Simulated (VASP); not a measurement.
Set up this calculation in VASP 6.6.1, as the native input.

- Task: single point
- Functional: PBE
- Potentials or basis: VASP PAW PBE potentials, release 64 (Mo_sv)
- Cutoff: 520 eV
- k mesh: 10 × 10 × 1
- Occupations: fermi-dirac, width 0.1 eV
- Spin: no spin polarisation
- Dipole correction: yes
- Further INCAR settings: ALGO = Normal; EDIFF = 1e-06; NBANDS = 28

The structure of Mo lies in POSCAR:

```
Mo
1.0
    4.4701026544      0.0000000000      0.0000000000
   -2.2350513272      3.8712224563      0.0000000000
    0.0000000000      0.0000000000     17.8249000000
Mo
3
Direct
    0.1666666667      0.3333333333      0.4756513290
    0.5000000000      1.0000000000      0.5000000022
    0.8333333333      0.6666666667      0.5243486685
```

The input as run:

INCAR

```
SYSTEM = Mo
  ALGO = Normal
  DIPOL = 0.5 0.5 0.500
  EDIFF = 1E-6
  ENCUT = 520
  GGA = PE
  IDIPOL = 3
  ISIF = 2
  ISMEAR = -1
  LASPH = .TRUE.
  LCHARG = .TRUE.
  LDIPOL = .TRUE.
  LELF = .TRUE.
  LREAL = .FALSE.
  LVACPOTAV = .TRUE.
  LVHAR = .TRUE.
  LWAVE = .FALSE.
  NBANDS = 28
  NELM = 100
  PREC = Accurate
  SIGMA = 0.1
```

KPOINTS

```
k-points
0
G
  10 10 1
  0 0 0
```

Potentials or basis: VASP PAW PBE potentials, release 64 (Mo_sv).

Launch:

```console
$ cat potpaw_PBE.64/Mo_sv/POTCAR > POTCAR
$ mpirun -np 1 vasp_std > vasp.out
```

Results of the run:

```
Largest force          : 0.014 eV/Å
Band gap on the k mesh : zero (band 21 reaches -1.40 eV, above the bottom of band 22 at -1.86 eV)
```

It took 110 s on 1 thread of Intel(R) Xeon(R) 6975P-C (Granite Rapids) (shared host), peak memory 0.46 GiB.
